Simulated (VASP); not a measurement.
# InP (F-43m) in VASP: further runs

InP is run at these levels: PBE; tasks: single point.

All numbers are computed with VASP 6.6.1; they aren't measurements. Logs are shortened: lines on timing, memory, paths and dates and some standing lists are left out, and cuts for length are marked.

### 1 The cell of the first run

It takes space group F-43m (No. 216, cubic). Conventional cell: a = 5.861 Å, b = 5.861 Å, c = 5.861 Å, α = 90.00°, β = 90.00°, γ = 90.00°. Within 3.3 Å of In (site symmetry -43m) lie 4 P at 2.54 Å. Within 3.3 Å of P (site symmetry -43m) lie 4 In at 2.54 Å.

### 2 Single point, PBE

The input, INCAR:

```
SYSTEM = InP
PREC     = Accurate       ! precision mode
ENCUT    = 520            ! plane-wave cutoff, eV
EDIFF    = 1E-6           ! SCF threshold, eV
ISMEAR   = 0              ! smearing method
SIGMA    = 0.05           ! smearing width, eV
LREAL    = .False.        ! projectors in reciprocal space
LASPH    = .True.         ! aspherical terms in the spheres
NELM     = 60             ! most SCF steps
ALGO     = Normal         ! electronic algorithm
ISIF     = 2              ! what is computed and relaxed
LWAVE    = .False.        ! write WAVECAR
LCHARG   = .False.        ! write CHGCAR
GGA      = PE             ! functional
NBANDS   = 16             ! bands
```

The input, KPOINTS:

```
regular mesh
0
Gamma
  10 10 10
  0 0 0
```

The input, POSCAR:

```
InP
1.0
    0.0000000000      2.9305005221      2.9305005221
    2.9305005221      0.0000000000      2.9305005221
    2.9305005221      2.9305005221      0.0000000000
In P
1 1
Direct
    0.0000000000      0.0000000000      0.0000000000
    0.7500000000      0.7500000000      0.7500000000
```

Potentials or basis: VASP PAW PBE potentials, release 64 (In_d, P).

Started as:

```
$ cat potpaw_PBE.64/In_d/POTCAR potpaw_PBE.64/P/POTCAR > POTCAR
$ mpirun -np 1 vasp_std > vasp.out
```

OUTCAR:

```text
SYSTEM = InP
   PREC = Accurate
   ENCUT = 520
   EDIFF = 1E-6
   ISMEAR = 0
   LREAL = .False.
   LASPH = .True.
   NELM = 60
   ISIF = 2
   GGA = PE

 ion  position               nearest neighbor table
   1  0.000  0.000  0.000-   2 2.54   2 2.54   2 2.54   2 2.54
   2  0.750  0.750  0.750-   1 2.54   1 2.54   1 2.54   1 2.54

  LATTYP: Found a face centered cubic cell.
 ALAT       =     5.8610010442

  Lattice vectors:

 A1 = (   0.0000000000,   2.9305005221,   2.9305005221)
 A2 = (   2.9305005221,   0.0000000000,   2.9305005221)
 A3 = (   2.9305005221,   2.9305005221,   0.0000000000)

Analysis of symmetry for initial positions (statically):
=====================================================================
 Subroutine PRICEL returns:
 Original cell was already a primitive cell.

 Routine SETGRP: Setting up the symmetry group for a
 face centered cubic supercell.

 Subroutine GETGRP returns: Found 24 space group operations
 (whereof 24 operations were pure point group operations)
 out of a pool of 48 trial point group operations.

The static configuration has the point symmetry T_d .

Analysis of symmetry for dynamics (positions and initial velocities):
=====================================================================
 Subroutine PRICEL returns:
 Original cell was already a primitive cell.

 Routine SETGRP: Setting up the symmetry group for a
 face centered cubic supercell.

 Subroutine GETGRP returns: Found 24 space group operations
 (whereof 24 operations were pure point group operations)
 out of a pool of 48 trial point group operations.

The dynamic configuration has the point symmetry T_d .

 Subroutine INISYM returns: Found 24 space group operations
 (whereof 24 operations are pure point group operations),
 and found     1 'primitive' translations

----------------------------------------------------------------------------------------

                                     Primitive cell

  volume of cell :      50.3333

  direct lattice vectors                    reciprocal lattice vectors
     0.000000000  2.930500522  2.930500522    -0.170619318  0.170619318  0.170619318
     2.930500522  0.000000000  2.930500522     0.170619318 -0.170619318  0.170619318
     2.930500522  2.930500522  0.000000000     0.170619318  0.170619318 -0.170619318
[... 74 lines left out ...]
 SYSTEM =  InP
   PREC   = accura    normal or accurate (medium, high low for compatibility)
   ISTART =      0    job   : 0-new  1-cont  2-samecut
   ICHARG =      2    charge: 1-file 2-atom 10-const
   ISPIN  =      1    spin polarized calculation?
   LNONCOLLINEAR =      F non collinear calculations
   LSORBIT =      F    spin-orbit coupling
   LASPH  =      T    aspherical Exc in radial PAW
   ENCUT  =  520.0 eV  38.22 Ry    6.18 a.u.   7.71  7.71  7.71*2*pi/ulx,y,z
   NELM   =     60;   NELMIN=  2; NELMDL= -5     # of ELM steps
   EDIFF  = 0.1E-05   stopping-criterion for ELM
   LREAL  =      F    real-space projection
   EDIFFG = 0.1E-04   stopping-criterion for IOM
   NSW    =      0    number of steps for IOM
   IBRION =     -1    ionic relax: 0-MD 1-quasi-New 2-CG
   NFREE  =      0    steps in history (QN), initial steepest desc. (CG)
   ISIF   =      2    stress and relaxation
   ISYM   =      2    0-nonsym 1-usesym 2-fastsym
   POTIM  = 0.5000    time-step for ionic-motion
   TEBEG  =    0.0;   TEEND  =   0.0 temperature during run
   PSTRESS=    0.0 pullay stress
   NELECT =      18.0000    total number of electrons
   NUPDOWN=      -1.0000    fix difference up-down
   EMIN   =  10.00;   EMAX   =-10.00  energy-range for DOS
   EFERMI =   0.00;   METHOD = LEGACY
   ISMEAR =     0;   SIGMA  =   0.05  broadening in eV -4-tet -1-fermi 0-gaus
   EFERMI_NEDOS =   21; number of points for ismear=-14 and -15
   IALGO  =     38    algorithm
   IMIX   =      4    mixing-type and parameters
     AMIX     =   0.40;   BMIX     =  1.00
     AMIX_MAG =   1.60;   BMIX_MAG =  1.00
  volume/ion in A,a.u.               =      25.17       169.83
  Fermi-wavevector in a.u.,A,eV,Ry     =   1.162021  2.195901 18.371839  1.350292
  Thomas-Fermi vector in A             =   2.298586
   LORBIT       =      0    0 simple, 1 ext, 2 COOP (PROOUT), +10 PAW based schemes
   GGA     = PE    functional components
   LHFCALC =     F    Hartree Fock is set to
   AEXX    =    0.0000 exact exchange contribution
   IVDW    =     0    specifies the selected vdW correction
   LEPSILON=     F    determine dielectric tensor
   LRPA    =     F    only Hartree local field effects (RPA)
 non-spin polarized calculation
 Gauss-broadening in eV      SIGMA  =   0.05
  energy-cutoff  :      520.00
  volume of cell :       50.33
 maximum number of plane-waves:      1380
   NGX = 15   NGY = 15   NGZ = 15

 number of electron      18.0000005 magnetization

 Free energy of the ion-electron system (eV)
  ---------------------------------------------------
  ext. energy  EPLUGINS =         0.00000000
  ---------------------------------------------------
  free energy    TOTEN  =        -8.38247496 eV

  energy without entropy =       -8.38247496  energy(sigma->0) =       -8.38247496

 E-fermi :   5.4143     XC(G=0):  -9.2836

 val. band max:        5.1875884072   @ k =   0.0000   0.0000   0.0000
 cond. band min:       5.9000194995   @ k =   0.0000   0.0000   0.0000
 fundamental gap:      0.7124310923
 Fermi energy:         5.4142778123

 k-point     1 :       0.0000    0.0000    0.0000
  band No.  band energies     occupation
      1      -8.9968      2.00000
      2      -8.9968      2.00000
      3      -8.9968      2.00000
      4      -8.8447      2.00000
      5      -8.8447      2.00000
      6      -6.3295      2.00000
[... 433 lines left out ...]
      3      -8.9169      2.00000
      4      -8.8798      2.00000
      5      -8.8180      2.00000
      6      -4.6588      2.00000
[... 8 lines left out ...]
     15      15.7970      0.00000
     16      17.9478      0.00000

 [... further k-points ...]
[... 5 lines left out ...]
  --------------------------------------------------------------------------------------
  -------------------------------------------------------------------------------------
  Total        1.0307170      1.0307170      1.0307170      0.0000000      0.0000000      0.0000000
  in kB       32.8091228     32.8091228     32.8091228      0.0000000      0.0000000      0.0000000
  external PRESSURE =      32.8091228 kB  Pullay stress =       0.0000000 kB

 VOLUME and BASIS-vectors are now :
 -----------------------------------------------------------------------------
  energy-cutoff  :      520.00
  volume of cell :       50.33
      direct lattice vectors                 reciprocal lattice vectors
     0.000000000  2.930500522  2.930500522    -0.170619318  0.170619318  0.170619318
     2.930500522  0.000000000  2.930500522     0.170619318 -0.170619318  0.170619318
     2.930500522  2.930500522  0.000000000     0.170619318  0.170619318 -0.170619318

 POSITION                                       TOTAL-FORCE (eV/Angst)
 -----------------------------------------------------------------------------------
      0.00000      0.00000      0.00000        -0.000000      0.000000      0.000000
      4.39575      4.39575      4.39575         0.000000     -0.000000     -0.000000
 -----------------------------------------------------------------------------------
    total drift:                                0.000000      0.000000      0.000000

  FREE ENERGIE OF THE ION-ELECTRON SYSTEM (eV)
  ---------------------------------------------------
  free  energy   TOTEN  =        -8.3824749573 eV

  energy  without entropy=       -8.3824749573  energy(sigma->0) =       -8.38247496
```

stdout:

```text
POSCAR found type information on POSCAR InP
 POSCAR found :  2 types and       2 ions
 scaLAPACK will be used
 LDA part: xc-table for (Slater+PW92), standard interpolation
 POSCAR, INCAR and KPOINTS ok, starting setup
 FFT: planning ... GRIDC
 FFT: planning ... GRID_SOFT
 FFT: planning ... GRID
 WAVECAR not read
 entering main loop
```

It took 18 s on 1 thread of AMD EPYC 9R45 (Zen 5), shared host; peak memory 0.16 GiB.

Results:

```yaml
Free_energy: -8.3825 eV
Pressure: 3.3 GPa
Band_gap_on_the_k_mesh: 0.71 eV
```

Caveat: the cell stands under pressure; spin-orbit coupling is left out, which moves the levels of the heavy elements.

### 3 Single point, PBE, non-collinear spin, zero start, spin-orbit coupling (24.16 Å³/atom)

This run uses another cell than the first one, of 24.16 Å³/atom.

The input, INCAR:

```
SYSTEM = InP
ALGO = Normal ; EDIFF = 1E-6
ENCUT = 520 ; GGA = PE
GGA_COMPAT = .False. ; ISIF = 2
ISMEAR = 0 ; LASPH = .True.
LCHARG = .False. ; LORBIT = 11
LORBMOM = .True. ; LREAL = .False.
LSORBIT = .True. ; LWAVE = .False.
MAGMOM = 0 0 0 0 0 0 ; NBANDS = 30
NELM = 150 ; PREC = Accurate
SIGMA = 0.05
```

The input, KPOINTS:

```
k-points
0
Gamma
  6 6 6
  0 0 0
```

The input, POSCAR:

```
InP
1.0
    0.0000000000      2.8908943086      2.8908943086
    2.8908943086      0.0000000000      2.8908943086
    2.8908943086      2.8908943086      0.0000000000
In P
1 1
Direct
    0.0000000000      0.0000000000      0.0000000000
    0.7500000000      0.7500000000      0.7500000000
```

Potentials or basis: VASP PAW PBE potentials, release 64 (In_d, P).

Started as:

```
$ cat potpaw_PBE.64/In_d/POTCAR potpaw_PBE.64/P/POTCAR > POTCAR
$ mpirun -np 1 vasp_ncl > vasp.out
```

Wall time 39 s (1 thread of AMD EPYC 9R45 (Zen 5), shared host); peak memory 0.26 GiB.

The run converged. Its results:

```yaml
Free_energy: -8.3449 eV
Pressure: 6.5 GPa
Net_moment: 0.00 μB per cell
Valence_electrons_inside_the_program's_atomic_spheres: In 11.55; P 2.55
```

Moments on the atoms (μB; x, y, z):
```
In  0.00 0.00 0.00
P   0.00 0.00 0.00
```

Caveat: the cell stands under pressure.
